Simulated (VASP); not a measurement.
# C (R-3m) in VASP: further runs

The runs below take C through single point, with PBE+D3(BJ).

Everything below comes from runs of VASP 6.6.1. Logs are shortened: lines on timing, memory, paths and dates and some standing lists are left out, and cuts for length are marked.

## Step 1: The cell of the first run

The structure is trigonal, space group R-3m (No. 166). The conventional cell has a = 2.593 Å, b = 2.593 Å, c = 9.010 Å, α = 90.00°, β = 90.00°, γ = 120.00°. Within 2.0 Å of C (site symmetry 3m) lie 3 C at 1.50 Å.

## Step 2: Single point, PBE+D3(BJ)

The input, INCAR:

```
SYSTEM = C
ALGO = Normal ; EDIFF = 1E-6
ENCUT = 520 ; GGA = PE
ISIF = 2 ; ISMEAR = 0
IVDW = 12 ; LASPH = .True.
LCHARG = .False. ; LREAL = .False.
LWAVE = .False. ; NBANDS = 11
NELM = 100 ; PREC = Accurate
SIGMA = 0.05
```

The input, KPOINTS:

```
k-points
0
Gamma
  15 15 15
  0 0 0
```

The input, POSCAR:

```
C
1.0
    1.2963871249      0.7484694555      3.0033301042
   -1.2963871249      0.7484694555      3.0033301042
    0.0000000000     -1.4969389110      3.0033301042
C
2
Direct
    0.1640000000      0.1640000000      0.1640000000
    0.8360000000      0.8360000000      0.8360000000
```

Potentials or basis: VASP PAW PBE potentials, release 64 (C).

On the command line:

```sh
$ cat potpaw_PBE.64/C/POTCAR > POTCAR
$ mpirun -np 1 vasp_std > vasp.out
```

OUTCAR:

```text
SYSTEM = C
   EDIFF = 1E-6
   ENCUT = 520
   GGA = PE
   ISIF = 2
   ISMEAR = 0
   IVDW = 12
   LASPH = .True.
   LREAL = .False.
   NELM = 100
   PREC = Accurate
 IVDW          = 12

 ion  position               nearest neighbor table
   1  0.164  0.164  0.164-   2 1.50   2 1.50   2 1.50
   2  0.836  0.836  0.836-   1 1.50   1 1.50   1 1.50

  LATTYP: Found a trigonal (rhomboedric) cell.
 ALAT       =     3.3557142039
 COS(alpha) =     0.7015102092

  Lattice vectors:

 A1 = (   1.2963871249,   0.7484694555,   3.0033301042)
 A2 = (  -1.2963871249,   0.7484694555,   3.0033301042)
 A3 = (   0.0000000000,  -1.4969389110,   3.0033301042)

Analysis of symmetry for initial positions (statically):
=====================================================================
 Subroutine PRICEL returns:
 Original cell was already a primitive cell.

 Routine SETGRP: Setting up the symmetry group for a
 trigonal (rhombohedral) supercell.

 Subroutine GETGRP returns: Found 12 space group operations
 (whereof 12 operations were pure point group operations)
 out of a pool of 12 trial point group operations.

The static configuration has the point symmetry D_3d.

Analysis of symmetry for dynamics (positions and initial velocities):
=====================================================================
 Subroutine PRICEL returns:
 Original cell was already a primitive cell.

 Routine SETGRP: Setting up the symmetry group for a
 trigonal (rhombohedral) supercell.

 Subroutine GETGRP returns: Found 12 space group operations
 (whereof 12 operations were pure point group operations)
 out of a pool of 12 trial point group operations.

The dynamic configuration has the point symmetry D_3d.

 Subroutine INISYM returns: Found 12 space group operations
 (whereof 12 operations are pure point group operations),
 and found     1 'primitive' translations

----------------------------------------------------------------------------------------

                                     Primitive cell

  volume of cell :      17.4849

  direct lattice vectors                    reciprocal lattice vectors
     1.296387125  0.748469455  3.003330104     0.385687261  0.222676644  0.110987911
    -1.296387125  0.748469455  3.003330104    -0.385687261  0.222676644  0.110987911
     0.000000000 -1.496938911  3.003330104     0.000000000 -0.445353288  0.110987911

  length of vectors
     3.355714204  3.355714204  3.355714204     0.458974801  0.458974801  0.458974801

  position of ions in fractional coordinates (direct lattice)
     0.164000000  0.164000000  0.164000000
     0.836000000  0.836000000  0.836000000

  ion indices of the primitive-cell ions
   primitive index   ion index
                 1           1
                 2           2

----------------------------------------------------------------------------------------

 KPOINTS: k-points

Automatic generation of k-mesh.
 Grid dimensions read from file:
 generate k-points for:   15   15   15

 Generating k-lattice:

  Cartesian coordinates                     Fractional coordinates (reciprocal lattice)
     0.025712484  0.014845110  0.007399194     0.066666667  0.000000000  0.000000000
    -0.025712484  0.014845110  0.007399194     0.000000000  0.066666667  0.000000000
     0.000000000 -0.029690219  0.007399194     0.000000000  0.000000000  0.066666667

  Length of vectors
     0.030598320  0.030598320  0.030598320

  Shift w.r.t. Gamma in fractional coordinates (k-lattice)
     0.000000000  0.000000000  0.000000000

 Subroutine IBZKPT returns following result:
 ===========================================

 Found    344 irreducible k-points:

 Following reciprocal coordinates:
            Coordinates               Weight
  0.000000  0.000000  0.000000      1.000000
  0.066667  0.000000  0.000000      6.000000
  0.133333  0.000000  0.000000      6.000000
  0.200000  0.000000  0.000000      6.000000
  0.266667  0.000000  0.000000      6.000000
  0.333333  0.000000  0.000000      6.000000
[... 16 lines left out ...]
  0.133333  0.133333  0.000000      6.000000
  0.200000  0.133333  0.000000     12.000000
 [... further k-points ...]
   k-points           NKPTS =    344   k-points in BZ     NKDIM =    344   number of bands    NBANDS=     11
   number of dos      NEDOS =    301   number of ions     NIONS =      2
   total plane-waves  NPLWV =  21952
   dimension x,y,z NGX =    28 NGY =   28 NGZ =   28
   dimension x,y,z NGXF=    56 NGYF=   56 NGZF=   56
   ions per type =               2
   NGX,Y,Z   is equivalent  to a cutoff of  13.87, 13.87, 13.87 a.u.
   NGXF,Y,Z  is equivalent  to a cutoff of  27.74, 27.74, 27.74 a.u.
 SYSTEM =  C
   PREC   = accura    normal or accurate (medium, high low for compatibility)
   ISTART =      0    job   : 0-new  1-cont  2-samecut
   ICHARG =      2    charge: 1-file 2-atom 10-const
   ISPIN  =      1    spin polarized calculation?
   LNONCOLLINEAR =      F non collinear calculations
   LSORBIT =      F    spin-orbit coupling
   LASPH  =      T    aspherical Exc in radial PAW
   ENCUT  =  520.0 eV  38.22 Ry    6.18 a.u.   6.24  6.24  6.24*2*pi/ulx,y,z
   NELM   =    100;   NELMIN=  2; NELMDL= -5     # of ELM steps
   EDIFF  = 0.1E-05   stopping-criterion for ELM
   LREAL  =      F    real-space projection
   EDIFFG = 0.1E-04   stopping-criterion for IOM
   NSW    =      0    number of steps for IOM
   IBRION =     -1    ionic relax: 0-MD 1-quasi-New 2-CG
   NFREE  =      0    steps in history (QN), initial steepest desc. (CG)
   ISIF   =      2    stress and relaxation
   ISYM   =      2    0-nonsym 1-usesym 2-fastsym
   POTIM  = 0.5000    time-step for ionic-motion
   TEBEG  =    0.0;   TEEND  =   0.0 temperature during run
   PSTRESS=    0.0 pullay stress
   NELECT =       8.0000    total number of electrons
   NUPDOWN=      -1.0000    fix difference up-down
   EMIN   =  10.00;   EMAX   =-10.00  energy-range for DOS
   EFERMI =   0.00;   METHOD = LEGACY
   ISMEAR =     0;   SIGMA  =   0.05  broadening in eV -4-tet -1-fermi 0-gaus
   EFERMI_NEDOS =   21; number of points for ismear=-14 and -15
   IALGO  =     38    algorithm
   IMIX   =      4    mixing-type and parameters
     AMIX     =   0.40;   BMIX     =  1.00
     AMIX_MAG =   1.60;   BMIX_MAG =  1.00
  volume/ion in A,a.u.               =       8.74        59.00
  Fermi-wavevector in a.u.,A,eV,Ry     =   1.261490  2.383870 21.651724  1.591357
  Thomas-Fermi vector in A             =   2.394946
   LORBIT       =      0    0 simple, 1 ext, 2 COOP (PROOUT), +10 PAW based schemes
   GGA     = PE    functional components
   LHFCALC =     F    Hartree Fock is set to
   AEXX    =    0.0000 exact exchange contribution
   IVDW    =    12    specifies the selected vdW correction
   LEPSILON=     F    determine dielectric tensor
   LRPA    =     F    only Hartree local field effects (RPA)
 non-spin polarized calculation
 Gauss-broadening in eV      SIGMA  =   0.05
  energy-cutoff  :      520.00
  volume of cell :       17.48
 maximum number of plane-waves:       481
 NGX is ok and might be reduce to    28

 number of electron       8.0000000 magnetization

 Free energy of the ion-electron system (eV)
  ---------------------------------------------------
  ext. energy  EPLUGINS =         0.00000000
  ---------------------------------------------------
  free energy    TOTEN  =       -18.01467729 eV

  energy without entropy =      -18.01467729  energy(sigma->0) =      -18.01467729

 E-fermi :   4.9410     XC(G=0): -10.7438

 val. band max:        4.7375799152   @ k =  -0.2000   0.4000   0.0667
 cond. band min:       5.1524874815   @ k =  -0.2000   0.4000   0.0667
 fundamental gap:      0.4149075663
 Fermi energy:         4.9410415567

 k-point     1 :       0.0000    0.0000    0.0000
  band No.  band energies     occupation
      1     -13.8814      2.00000
      2       0.0842      2.00000
      3       1.8157      2.00000
      4       1.8157      2.00000
      5      10.7552      0.00000
      6      12.2475      0.00000
      7      12.2475      0.00000
      8      14.3070      0.00000
      9      14.3419      0.00000
     10      25.9099      0.00000
     11      29.8101      0.00000

 k-point     2 :       0.0667    0.0000    0.0000
  band No.  band energies     occupation
      1     -13.7807      2.00000
      2       0.1621      2.00000
      3       1.4102      2.00000
      4       1.6308      2.00000
      5      10.8799      0.00000
      6      12.2812      0.00000
      7      12.6288      0.00000
      8      14.0605      0.00000
      9      14.5398      0.00000
     10      26.2051      0.00000
     11      28.8238      0.00000

 k-point     3 :       0.1333    0.0000    0.0000
  band No.  band energies     occupation
      1     -13.4794      2.00000
      2       0.2957      2.00000
      3       0.4411      2.00000
      4       1.1583      2.00000
      5      11.1986      0.00000
      6      12.2274      0.00000
      7      13.3394      0.00000
      8      13.6819      0.00000
      9      15.2928      0.00000
     10      26.5773      0.00000
     11      27.1298      0.00000
[... 267 lines left out ...]
 k-point    23 :       0.1333    0.1333    0.0000
  band No.  band energies     occupation
      1     -13.4446      2.00000
      2       0.1379      2.00000
      3       0.3937      2.00000
      4       1.1143      2.00000
      5      11.5183      0.00000
      6      12.1998      0.00000
      7      13.3255      0.00000
      8      13.6994      0.00000
      9      15.3353      0.00000
     10      25.9530      0.00000
     11      27.0257      0.00000

 k-point    24 :       0.2000    0.1333    0.0000
  band No.  band energies     occupation
      1     -13.1288      2.00000
      2      -0.4283      2.00000
      3       0.2886      2.00000
      4       0.5910      2.00000
      5      11.6218      0.00000
      6      12.5621      0.00000
      7      12.9164      0.00000
      8      14.0155      0.00000
      9      16.3564      0.00000
     10      24.5248      0.00000
     11      27.5613      0.00000

 [... further k-points ...]

------------------------ aborting loop because EDIFF is reached ----------------------------------------

 Edisp (eV)   -0.33702

 E8    (eV) :    -0.0969

  FORCE on cell =-STRESS in cart. coord.  units (eV):
  Direction    XX          YY          ZZ          XY          YZ          ZX
  --------------------------------------------------------------------------------------
  -------------------------------------------------------------------------------------
  Total      -6.29211    -6.29211     0.73637     0.00000    -0.00000     0.00000
  in kB    -576.55858  -576.55858    67.47505     0.00000    -0.00000     0.00000
  external pressure =     -361.88 kB  Pullay stress =        0.00 kB

 VOLUME and BASIS-vectors are now :
 -----------------------------------------------------------------------------
  energy-cutoff  :      520.00
  volume of cell :       17.48
      direct lattice vectors                 reciprocal lattice vectors
     1.296387125  0.748469455  3.003330104     0.385687261  0.222676644  0.110987911
    -1.296387125  0.748469455  3.003330104    -0.385687261  0.222676644  0.110987911
     0.000000000 -1.496938911  3.003330104     0.000000000 -0.445353288  0.110987911

 POSITION                                       TOTAL-FORCE (eV/Angst)
 -----------------------------------------------------------------------------------
      0.00000      0.00000      1.47764         0.000000      0.000000      0.655670
      0.00000      0.00000      7.53235         0.000000     -0.000000     -0.655670
 -----------------------------------------------------------------------------------
    total drift:                                0.000000     -0.000000      0.000000

  FREE ENERGIE OF THE ION-ELECTRON SYSTEM (eV)
  ---------------------------------------------------
  free  energy   TOTEN  =       -18.3517013698 eV

  energy  without entropy=      -18.3517013698  energy(sigma->0) =      -18.35170137
```

Wall time 58 s (1 thread of Intel Xeon Platinum 8375C at 2.90GHz (Ice Lake), shared host); peak memory 0.2 GiB.

Results:

- Free energy: -18.3517 eV
- Pressure: -36.2 GPa
- Largest force: 0.656 eV/Å
- Band gap on the k mesh: 0.41 eV, direct
- Dispersion energy per atom: -0.169 eV

Forces on the atoms (eV/Å):
```
C    0.000  0.000  0.656
C    0.000  0.000 -0.656
```

Stress tensor (GPa, compression positive):
```
-57.66   0.00   0.00
  0.00 -57.66   0.00
  0.00   0.00   6.75
```

## Step 3: Single point, PBE+D3(BJ)

This run uses another cell than the first one, of the same volume but with other edges.

The input, INCAR:

```
SYSTEM = C
PREC = Accurate
ENCUT = 520
EDIFF = 1E-7
ISMEAR = 0
SIGMA = 0.05
LREAL = .False.
LASPH = .True.
NELM = 100
ALGO = Normal
ISIF = 2
LWAVE = .False.
LCHARG = .True.
GGA = PE
IVDW = 12
LELF = .True.
LVHAR = .True.
NBANDS = 11
```

The input, KPOINTS:

```
Automatic mesh
0
Gamma
  15 15 15
  0 0 0
```

The input, POSCAR:

```
C
1.0
    1.1556170365      0.6671958071      3.7795893467
   -1.1556170365      0.6671958071      3.7795893467
    0.0000000000     -1.3343916142      3.7795893467
C
2
Direct
    0.1640000000      0.1640000000      0.1640000000
    0.8360000000      0.8360000000      0.8360000000
```

Potentials or basis: VASP PAW PBE potentials, release 64 (C).

On the command line:

```sh
$ cat potpaw_PBE.64/C/POTCAR > POTCAR
$ mpirun -np 1 vasp_std > vasp.out
```

OUTCAR:

```text
SYSTEM = C
   PREC = Accurate
   ENCUT = 520
   EDIFF = 1E-7
   ISMEAR = 0
   LREAL = .False.
   LASPH = .True.
   NELM = 100
   ISIF = 2
   GGA = PE
   IVDW = 12
 IVDW          = 12

 ion  position               nearest neighbor table
   1  0.164  0.164  0.164-   2 1.34   2 1.34   2 1.34
   2  0.836  0.836  0.836-   1 1.34   1 1.34   1 1.34

  LATTYP: Found a trigonal (rhomboedric) cell.
 ALAT       =     4.0082286125
 COS(alpha) =     0.8337533513

  Lattice vectors:

[... 521 lines left out ...]

 [... further k-points ...]

------------------------ aborting loop because EDIFF is reached ----------------------------------------

 Edisp (eV)   -0.24811

 E8    (eV) :    -0.0693

  FORCE on cell =-STRESS in cart. coord.  units (eV):
  Direction    XX          YY          ZZ          XY          YZ          ZX
  --------------------------------------------------------------------------------------
  -------------------------------------------------------------------------------------
  Total      10.46352    10.46352    -0.29593     0.00000     0.00000     0.00000
  in kB     958.79424   958.79424   -27.11633     0.00000     0.00000     0.00000
  external pressure =      630.16 kB  Pullay stress =        0.00 kB

 VOLUME and BASIS-vectors are now :
 -----------------------------------------------------------------------------
  energy-cutoff  :      520.00
  volume of cell :       17.48
      direct lattice vectors                 reciprocal lattice vectors
     1.155617037  0.667195807  3.779589347     0.432669288  0.249801730  0.088193003
    -1.155617037  0.667195807  3.779589347    -0.432669288  0.249801730  0.088193003
     0.000000000 -1.334391614  3.779589347     0.000000000 -0.499603459  0.088193003

 POSITION                                       TOTAL-FORCE (eV/Angst)
 -----------------------------------------------------------------------------------
      0.00000      0.00000      1.85956         0.000000      0.000000      0.895427
      0.00000      0.00000      9.47921         0.000000     -0.000000     -0.895427
 -----------------------------------------------------------------------------------
    total drift:                                0.000000     -0.000000      0.000000

  FREE ENERGIE OF THE ION-ELECTRON SYSTEM (eV)
  ---------------------------------------------------
  free  energy   TOTEN  =       -18.0194827290 eV

  energy  without entropy=      -18.0194827173  energy(sigma->0) =      -18.01948272
```

It took 1.8 min on 1 thread of Intel Xeon Platinum 8375C at 2.90GHz (Ice Lake), shared host; peak memory 0.21 GiB.

Results:

```yaml
Free_energy: -18.0195 eV
Pressure: 63.0 GPa
Largest_force: 0.895 eV/Å
Band_gap_on_the_k_mesh: 0.32 eV, direct
Dispersion_energy_per_atom: -0.124 eV
```

Forces in eV/Å, atoms in the order of the input:
```
C    0.000  0.000  0.895
C    0.000  0.000 -0.895
```
